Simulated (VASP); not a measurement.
# AlN (Fm-3m) in VASP: further runs

The runs below take AlN through single point, with LDA.

Everything below comes from runs of VASP 6.6.1. Logs are shortened: lines on timing, memory, paths and dates and some standing lists are left out, and cuts for length are marked.

## (1) The cell of the first run

Symmetry: Fm-3m, No. 225, cubic system. Conventional cell: a = 4.010 Å, b = 4.010 Å, c = 4.010 Å, α = 90.00°, β = 90.00°, γ = 90.00°. Within 2.7 Å of Al (site symmetry m-3m) lie 6 N at 2.01 Å. N (site symmetry m-3m) has 6 Al at 2.01 Å within 2.7 Å.

## (2) Single point, LDA

INCAR

```
SYSTEM = AlN
ALGO = Normal ; EDIFF = 1E-6
ENCUT = 600 ; GGA_COMPAT = .FALSE.
ISIF = 2 ; ISMEAR = 0
LASPH = .TRUE. ; LCHARG = .TRUE.
LELF = .TRUE. ; LREAL = .FALSE.
LVHAR = .TRUE. ; LWAVE = .FALSE.
NBANDS = 11 ; NELM = 120
PREC = Accurate ; SIGMA = 0.1
```

KPOINTS

```
k-points
0
G
  8 8 8
  0 0 0
```

POSCAR

```
AlN
1.0
    0.0000000000      2.0052123042      2.0052123042
    2.0052123042      0.0000000000      2.0052123042
    2.0052123042      2.0052123042      0.0000000000
Al N
1 1
Direct
    0.5000000000      0.5000000000      0.5000000000
    0.0000000000      0.0000000000      0.0000000000
```

Potentials or basis: VASP PAW LDA potentials, release 64 (Al, N).

Launch:

```
cat potpaw_LDA.64/Al/POTCAR potpaw_LDA.64/N/POTCAR > POTCAR
mpirun -np 1 vasp_std > vasp.out
```

OUTCAR:

```text
SYSTEM = AlN
   EDIFF = 1E-6
   ENCUT = 600
   ISIF = 2
   ISMEAR = 0
   LASPH = .TRUE.
   LREAL = .FALSE.
   NELM = 120
   PREC = Accurate

 ion  position               nearest neighbor table
   1  0.500  0.500  0.500-   2 2.01   2 2.01   2 2.01   2 2.01   2 2.01   2 2.01
   2  0.000  0.000  0.000-   1 2.01   1 2.01   1 2.01   1 2.01   1 2.01   1 2.01

  LATTYP: Found a face centered cubic cell.
 ALAT       =     4.0104246084

  Lattice vectors:

 A1 = (   0.0000000000,   2.0052123042,   2.0052123042)
 A2 = (   2.0052123042,   0.0000000000,   2.0052123042)
 A3 = (   2.0052123042,   2.0052123042,   0.0000000000)

Analysis of symmetry for initial positions (statically):
=====================================================================
 Subroutine PRICEL returns:
 Original cell was already a primitive cell.

 Routine SETGRP: Setting up the symmetry group for a
 face centered cubic supercell.

 Subroutine GETGRP returns: Found 48 space group operations
 (whereof 48 operations were pure point group operations)
 out of a pool of 48 trial point group operations.

The static configuration has the point symmetry O_h .

Analysis of symmetry for dynamics (positions and initial velocities):
=====================================================================
 Subroutine PRICEL returns:
 Original cell was already a primitive cell.

 Routine SETGRP: Setting up the symmetry group for a
 face centered cubic supercell.

 Subroutine GETGRP returns: Found 48 space group operations
 (whereof 48 operations were pure point group operations)
 out of a pool of 48 trial point group operations.

The dynamic configuration has the point symmetry O_h .

 Subroutine INISYM returns: Found 48 space group operations
 (whereof 48 operations are pure point group operations),
 and found     1 'primitive' translations

----------------------------------------------------------------------------------------

                                     Primitive cell

  volume of cell :      16.1254

  direct lattice vectors                    reciprocal lattice vectors
     0.000000000  2.005212304  2.005212304    -0.249350156  0.249350156  0.249350156
     2.005212304  0.000000000  2.005212304     0.249350156 -0.249350156  0.249350156
     2.005212304  2.005212304  0.000000000     0.249350156  0.249350156 -0.249350156

  length of vectors
     2.835798436  2.835798436  2.835798436     0.431887138  0.431887138  0.431887138

  position of ions in fractional coordinates (direct lattice)
     0.500000000  0.500000000  0.500000000
     0.000000000  0.000000000  0.000000000

  ion indices of the primitive-cell ions
   primitive index   ion index
                 1           1
                 2           2

----------------------------------------------------------------------------------------

 KPOINTS: k-points

Automatic generation of k-mesh.
 Grid dimensions read from file:
 generate k-points for:    8    8    8

 Generating k-lattice:

  Cartesian coordinates                     Fractional coordinates (reciprocal lattice)
    -0.031168769  0.031168769  0.031168769     0.125000000  0.000000000  0.000000000
     0.031168769 -0.031168769  0.031168769     0.000000000  0.125000000  0.000000000
     0.031168769  0.031168769 -0.031168769     0.000000000  0.000000000  0.125000000

  Length of vectors
     0.053985892  0.053985892  0.053985892

  Shift w.r.t. Gamma in fractional coordinates (k-lattice)
     0.000000000  0.000000000  0.000000000

 Subroutine IBZKPT returns following result:
 ===========================================

 Found     29 irreducible k-points:

 Following reciprocal coordinates:
            Coordinates               Weight
  0.000000  0.000000  0.000000      1.000000
  0.125000  0.000000  0.000000      8.000000
  0.250000  0.000000  0.000000      8.000000
  0.375000  0.000000  0.000000      8.000000
  0.500000  0.000000  0.000000      4.000000
  0.125000  0.125000  0.000000      6.000000
[... 16 lines left out ...]
  0.500000  0.250000  0.125000     48.000000
 -0.375000  0.250000  0.125000     24.000000
 [... further k-points ...]
   k-points           NKPTS =     29   k-points in BZ     NKDIM =     29   number of bands    NBANDS=     11
   number of dos      NEDOS =    301   number of ions     NIONS =      2
   total plane-waves  NPLWV =  13824
   dimension x,y,z NGX =    24 NGY =   24 NGZ =   24
   dimension x,y,z NGXF=    48 NGYF=   48 NGZF=   48
   ions per type =               1   1
   NGX,Y,Z   is equivalent  to a cutoff of  14.07, 14.07, 14.07 a.u.
   NGXF,Y,Z  is equivalent  to a cutoff of  28.14, 28.14, 28.14 a.u.
 SYSTEM =  AlN
   PREC   = accura    normal or accurate (medium, high low for compatibility)
   ISTART =      0    job   : 0-new  1-cont  2-samecut
   ICHARG =      2    charge: 1-file 2-atom 10-const
   ISPIN  =      1    spin polarized calculation?
   LNONCOLLINEAR =      F non collinear calculations
   LSORBIT =      F    spin-orbit coupling
   LASPH  =      T    aspherical Exc in radial PAW
   ENCUT  =  600.0 eV  44.10 Ry    6.64 a.u.   5.66  5.66  5.66*2*pi/ulx,y,z
   NELM   =    120;   NELMIN=  2; NELMDL= -5     # of ELM steps
   EDIFF  = 0.1E-05   stopping-criterion for ELM
   LREAL  =      F    real-space projection
   EDIFFG = 0.1E-04   stopping-criterion for IOM
   NSW    =      0    number of steps for IOM
   IBRION =     -1    ionic relax: 0-MD 1-quasi-New 2-CG
   NFREE  =      0    steps in history (QN), initial steepest desc. (CG)
   ISIF   =      2    stress and relaxation
   ISYM   =      2    0-nonsym 1-usesym 2-fastsym
   POTIM  = 0.5000    time-step for ionic-motion
   TEBEG  =    0.0;   TEEND  =   0.0 temperature during run
   PSTRESS=    0.0 pullay stress
   NELECT =       8.0000    total number of electrons
   NUPDOWN=      -1.0000    fix difference up-down
   EMIN   =  10.00;   EMAX   =-10.00  energy-range for DOS
   EFERMI =   0.00;   METHOD = LEGACY
   ISMEAR =     0;   SIGMA  =   0.10  broadening in eV -4-tet -1-fermi 0-gaus
   EFERMI_NEDOS =   21; number of points for ismear=-14 and -15
   IALGO  =     38    algorithm
   IMIX   =      4    mixing-type and parameters
     AMIX     =   0.40;   BMIX     =  1.00
     AMIX_MAG =   1.60;   BMIX_MAG =  1.00
  volume/ion in A,a.u.               =       8.06        54.41
  Fermi-wavevector in a.u.,A,eV,Ry     =   1.295988  2.449063 22.852156  1.679586
  Thomas-Fermi vector in A             =   2.427473
   LORBIT       =      0    0 simple, 1 ext, 2 COOP (PROOUT), +10 PAW based schemes
   GGA     = CA    functional components
   LHFCALC =     F    Hartree Fock is set to
   AEXX    =    0.0000 exact exchange contribution
   IVDW    =     0    specifies the selected vdW correction
   LEPSILON=     F    determine dielectric tensor
   LRPA    =     F    only Hartree local field effects (RPA)
 non-spin polarized calculation
 Gauss-broadening in eV      SIGMA  =   0.10
  energy-cutoff  :      600.00
  volume of cell :       16.13
 maximum number of plane-waves:       553
   NGX = 11   NGY = 11   NGZ = 11

 number of electron       8.0000000 magnetization

 Free energy of the ion-electron system (eV)
  ---------------------------------------------------
  ext. energy  EPLUGINS =         0.00000000
  ---------------------------------------------------
  free energy    TOTEN  =       -16.23090240 eV

  energy without entropy =      -16.23090240  energy(sigma->0) =      -16.23090240

 E-fermi :  10.5738     XC(G=0): -12.6888

 val. band max:       10.0328841407   @ k =   0.0000   0.0000   0.0000
 cond. band min:      14.7301846037   @ k =   0.5000   0.5000   0.0000
 fundamental gap:      4.6973004629
 Fermi energy:        10.5738421586

 k-point     1 :       0.0000    0.0000    0.0000
  band No.  band energies     occupation
      1      -7.6011      2.00000
      2      10.0329      2.00000
      3      10.0329      2.00000
      4      10.0329      2.00000
      5      16.1628      0.00000
      6      22.1308      0.00000
      7      22.1308      0.00000
      8      22.1308      0.00000
      9      27.4217      0.00000
     10      27.8434      0.00000
     11      27.8434      0.00000

 k-point     2 :       0.1250    0.0000    0.0000
  band No.  band energies     occupation
      1      -7.2707      2.00000
      2       8.5450      2.00000
      3       9.8381      2.00000
      4       9.8381      2.00000
      5      16.9592      0.00000
      6      21.0003      0.00000
      7      22.5678      0.00000
      8      22.5678      0.00000
      9      25.9302      0.00000
     10      25.9302      0.00000
     11      28.2882      0.00000

 k-point     3 :       0.2500    0.0000    0.0000
  band No.  band energies     occupation
      1      -6.3268      2.00000
      2       5.6558      2.00000
      3       9.4161      2.00000
      4       9.4161      2.00000
      5      17.1327      0.00000
      6      21.2792      0.00000
      7      22.3488      0.00000
      8      22.3488      0.00000
      9      26.2326      0.00000
     10      26.2326      0.00000
     11      27.2828      0.00000

 k-point     4 :       0.3750    0.0000    0.0000
  band No.  band energies     occupation
      1      -4.9943      2.00000
      2       2.8772      2.00000
      3       9.0464      2.00000
      4       9.0464      2.00000
      5      16.5503      0.00000
      6      21.4058      0.00000
      7      21.4058      0.00000
      8      22.8269      0.00000
      9      26.4195      0.00000
     10      28.8461      0.00000
     11      28.8461      0.00000

 k-point     5 :       0.5000    0.0000    0.0000
  band No.  band energies     occupation
      1      -4.1621      2.00000
      2       1.5275      2.00000
      3       8.9053      2.00000
      4       8.9053      2.00000
      5      16.3162      0.00000
      6      21.0349      0.00000
      7      21.0349      0.00000
      8      23.5210      0.00000
      9      26.1720      0.00000
     10      30.7321      0.00000
     11      30.7321      0.00000
[... 211 lines left out ...]
 k-point    21 :       0.5000    0.5000    0.0000
  band No.  band energies     occupation
      1      -3.1143      2.00000
      2       2.4524      2.00000
      3       7.1548      2.00000
      4       7.1548      2.00000
      5      14.7302      0.00000
      6      15.1831      0.00000
      7      24.2235      0.00000
      8      27.4047      0.00000
      9      27.4047      0.00000
     10      33.2911      0.00000
     11      36.5005      0.00000

 k-point    22 :       0.3750    0.2500    0.1250
  band No.  band energies     occupation
      1      -5.5445      2.00000
      2       5.2912      2.00000
      3       7.3884      2.00000
      4       8.8085      2.00000
      5      18.7992      0.00000
      6      18.9123      0.00000
      7      20.3685      0.00000
      8      23.9721      0.00000
      9      25.2504      0.00000
     10      29.6756      0.00000
     11      31.6160      0.00000

 k-point    23 :       0.5000    0.2500    0.1250
  band No.  band energies     occupation
      1      -4.3414      2.00000
      2       3.4650      2.00000
      3       6.4556      2.00000
      4       8.2558      2.00000
      5      18.4545      0.00000
      6      19.2448      0.00000
      7      20.9643      0.00000
      8      23.3733      0.00000
      9      27.0521      0.00000
     10      30.2317      0.00000
     11      32.0621      0.00000

 k-point    24 :      -0.3750    0.2500    0.1250
  band No.  band energies     occupation
      1      -3.6339      2.00000
      2       2.4249      2.00000
      3       6.2365      2.00000
      4       7.9818      2.00000
      5      18.5731      0.00000
      6      18.6260      0.00000
      7      22.4548      0.00000
      8      22.8702      0.00000
      9      28.2736      0.00000
     10      29.1540      0.00000
     11      32.5496      0.00000

 [... further k-points ...]
[... 5 lines left out ...]
  --------------------------------------------------------------------------------------
  -------------------------------------------------------------------------------------
  Total        0.0634946      0.0634946      0.0634946     -0.0000000      0.0000000     -0.0000000
  in kB        6.3086431      6.3086431      6.3086431     -0.0000000      0.0000000     -0.0000000
  external PRESSURE =       6.3086431 kB  Pullay stress =       0.0000000 kB

 VOLUME and BASIS-vectors are now :
 -----------------------------------------------------------------------------
  energy-cutoff  :      600.00
  volume of cell :       16.13
      direct lattice vectors                 reciprocal lattice vectors
     0.000000000  2.005212304  2.005212304    -0.249350156  0.249350156  0.249350156
     2.005212304  0.000000000  2.005212304     0.249350156 -0.249350156  0.249350156
     2.005212304  2.005212304  0.000000000     0.249350156  0.249350156 -0.249350156

 POSITION                                       TOTAL-FORCE (eV/Angst)
 -----------------------------------------------------------------------------------
      2.00521      2.00521      2.00521        -0.000000     -0.000000     -0.000000
      0.00000      0.00000      0.00000         0.000000      0.000000      0.000000
 -----------------------------------------------------------------------------------
    total drift:                                0.000000     -0.000000     -0.000000

  FREE ENERGIE OF THE ION-ELECTRON SYSTEM (eV)
  ---------------------------------------------------
  free  energy   TOTEN  =       -16.2309024006 eV

  energy  without entropy=      -16.2309024006  energy(sigma->0) =      -16.23090240
```

It took 2.1 s on 1 thread of Intel Xeon 6975P-C (Granite Rapids), shared host; peak memory 0.12 GiB.

What came out:

| Item | Value |
| --- | --- |
| Free energy | -16.2309 eV |
| Pressure | 0.6 GPa |
| Band gap on the k mesh | 4.70 eV (least direct gap 6.13 eV) |

(Part 1 of 2 ends here.)
